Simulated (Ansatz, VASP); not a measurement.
# Ga: VASP beside Ansatz

```
CELL_PARAMETERS angstrom
1.40313 -4.03341 0.01322
1.36287 4.01959 -0.02705
-0.13410 -0.01606 3.33052
ATOMIC_POSITIONS crystal
Ga 0.86900 0.13100 0.25000
Ga 0.13100 0.86900 0.75000
```

Change from the starting cell: equal xy, yz and zx shear strains of -1 %, crystal datasets.

Alike in both runs: task electric field gradients; functional PBE; k mesh 14 × 14 × 11; occupations fermi-dirac, width 0.03 eV; no spin polarisation.

|  | VASP | Ansatz |
| --- | --- | --- |
| version | VASP 6.6.1 | Ansatz 0.2.0 |
| potentials or method | VASP PAW PBE potentials, release 64 (Ga_d), cutoff 520 eV | all-electron PAW with datasets made for the crystal, scalar-relativistic |

```tsv
	VASP	Ansatz	Ansatz less VASP
pressure (GPa)	1.9	1.8	-0.10
traceless stress, the component that is largest in VASP (GPa)	0.54	0.54	-0.003
rms of the force components (eV/Å)	0.107	0.106	-0.0009
size of Vzz on the site where it differs most (V/Å²)	25.2	27.1	+1.88
```

Atom by atom the forces differ by 0.001 eV/Å (rms over components). Ansatz ran all-electron here, and VASP with PAW potentials.
